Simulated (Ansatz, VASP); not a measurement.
**Ga in VASP and in Ansatz**

The input INCAR:

```
SYSTEM = Ga
PREC = Accurate
ENCUT = 500
EDIFF = 1E-6
ISMEAR = -1
SIGMA = 0.1
LREAL = .False.
LASPH = .True.
NELM = 120
ALGO = Normal
ISIF = 2
LWAVE = .False.
LCHARG = .False.
GGA = PE
NBANDS = 20
GGA_COMPAT = .False.
```

The input KPOINTS:

```
Automatic mesh
0
Gamma
  13 13 8
  0 0 0
```

File POSCAR:

```
Ga
1.0
    2.9928876418      0.0000000000      0.0000000000
   -1.4964438209      2.5919167285      0.0000000000
    0.0000000000      0.0000000000      4.7240826474
Ga
2
Direct
    0.3333333333      0.6666666667      0.2500000000
    0.6666666667      0.3333333333      0.7500000000
```

Input for Ansatz:

```yaml
crystal:
  lattice:
    - [2.9928876418, 0.0, 0.0]
    - [-1.4964438209, 2.5919167285, 0.0]
    - [0.0, 0.0, 4.7240826474]
  atoms:
    - { symbol: Ga, position: [0.3333333333, 0.6666666667, 0.25] }
    - { symbol: Ga, position: [0.6666666667, 0.3333333333, 0.75] }
hamiltonian:
  xc: pbe
  pseudopotentials:
    kind: paw
    azcp:
      Ga: "pseudopotentials/Ga.paw.azcp"
basis:
  ecutwfc: 420
  fft_grid_basis: typed
kpoints:
  mp_grid: { grid: [13, 13, 8], shift: [0, 0, 0] }
magnetization:
  spin_polarized: false
scf:
  occupations: { method: fermi_dirac, width: 0.1 }
  lower_state_search: "off"
output:
  stress: true
```

Alike in both runs: task single point; functional PBE; k mesh 13 × 13 × 8; occupations fermi-dirac, width 0.1 eV; no spin polarisation.

```csv
,VASP,Ansatz
version,VASP 6.6.1,Ansatz 0.2.0
potentials or method,"VASP PAW PBE potentials, release 64 (Ga_d), cutoff 500 eV","plane waves (420 eV) with PAW, scalar-relativistic"
valence electrons in the cell,26,26
```

```tsv
	VASP	Ansatz	Ansatz less VASP
pressure (GPa)	2.3	2.2	-0.08
traceless stress, the component that is largest in VASP (GPa)	-0.14	-0.15	-0.015
```
